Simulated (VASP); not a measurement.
Here is a VASP 6.6.1 calculation.

Contents of INCAR:

```
SYSTEM = La3YO2
PREC     = Accurate       ! precision mode
ENCUT    = 520            ! plane-wave cutoff, eV
EDIFF    = 1E-6           ! SCF threshold, eV
ISMEAR   = 0              ! smearing method
SIGMA    = 0.1            ! smearing width, eV
LREAL    = .FALSE.        ! projectors in reciprocal space
LASPH    = .TRUE.         ! aspherical terms in the spheres
NELM     = 80             ! most SCF steps
ALGO     = Normal         ! electronic algorithm
ISIF     = 2              ! what is computed and relaxed
LWAVE    = .FALSE.        ! write WAVECAR
LCHARG   = .FALSE.        ! write CHGCAR
GGA      = PE             ! functional
NBANDS   = 37             ! bands
```

Contents of KPOINTS:

```
regular mesh
0
G
  6 6 6
  0 0 0
```

File POSCAR:

```
La3YO2
1.0
    5.3005149073      0.0000000000      0.0000000000
    0.0000000000      5.3005149073      0.0000000000
    0.0000000000      0.0000000000      4.8670690185
La Y O
3 1 2
Direct
    0.5000000000      0.5000000000      0.0000000000
    0.0000000000      0.5000000000      0.5000000000
    0.5000000000      0.0000000000      0.5000000000
    0.0000000000      0.0000000000      0.0000000000
    0.5000000000      0.5000000000      0.5000000000
    0.0000000000      0.0000000000      0.5000000000
```

Potentials or basis: VASP PAW PBE potentials, release 64 (La, Y_sv, O).

Run with:

```sh
$ cat potpaw_PBE.64/La/POTCAR potpaw_PBE.64/Y_sv/POTCAR potpaw_PBE.64/O/POTCAR > POTCAR
$ mpirun -np 1 vasp_std > vasp.out
```

**Question.** Predict the band gap on the k mesh.

**Answer.** Zero (band 28 reaches 8.77 eV, above the bottom of band 29 at 6.69 eV).

**Question.** What does it give for the pressure?

**Answer.** -0.1 GPa.

Caveat: spin-orbit coupling is left out, which moves the levels of the heavy elements.
